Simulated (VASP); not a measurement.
Wanted: the native input for a VASP 6.6.1 run.

| Quantity | Value |
| --- | --- |
| Task | single point |
| Functional | PBE |
| Dispersion | D3(BJ) |
| Potentials or basis | VASP PAW PBE potentials, release 64 (F) |
| Cutoff | 520 eV |
| k mesh | 6 × 4 × 4 |
| Occupations | gaussian, width 0.02 eV |
| Spin | no spin polarisation |
| Dipole correction | no |
| Further INCAR settings | ALGO = Normal; EDIFF = 1e-07; NBANDS = 38 |

The structure of F lies in POSCAR:

```
F
1.0
    3.5698196873      0.0199154655     -0.0241643225
   -0.2305197134      6.3486021967     -0.0452656370
   -0.2191142643     -0.2272855916      6.5764755265
F
8
Direct
    0.4037985534      0.1656688434      0.3573758406
    0.9437872366      0.7596652967      0.2642343488
    0.9037248974      0.2569841633      0.9310266508
    0.4251046255      0.6427616329      0.6996439733
    0.5748953745      0.3572383671      0.3003560267
    0.0962751026      0.7430158367      0.0689733492
    0.0562127634      0.2403347033      0.7357656512
    0.5962014466      0.8343311566      0.6426241594
```

The input as run:

INCAR

```
SYSTEM = F
  ALGO = Normal
  EDIFF = 1E-7
  ENCUT = 520
  GGA = PE
  ISIF = 2
  ISMEAR = 0
  IVDW = 12
  LASPH = .TRUE.
  LCHARG = .FALSE.
  LREAL = .FALSE.
  LWAVE = .FALSE.
  NBANDS = 38
  NELM = 60
  PREC = Accurate
  SIGMA = 0.02
```

KPOINTS

```
k-points
0
G
  6 4 4
  0 0 0
```

Potentials or basis: VASP PAW PBE potentials, release 64 (F).

Command:

```console
$ cat potpaw_PBE.64/F/POTCAR > POTCAR
$ mpirun -np 1 vasp_std > vasp.out
```

Results of the run:

The pressure is 0.2 GPa. The largest force is 0.382 eV/Å. The band gap on the k mesh is 3.10 eV and the dispersion energy per atom is -0.024 eV.

It took 2.3 min on 1 thread of Intel(R) Xeon(R) 6975P-C (Granite Rapids) (shared host), peak memory 0.36 GiB.
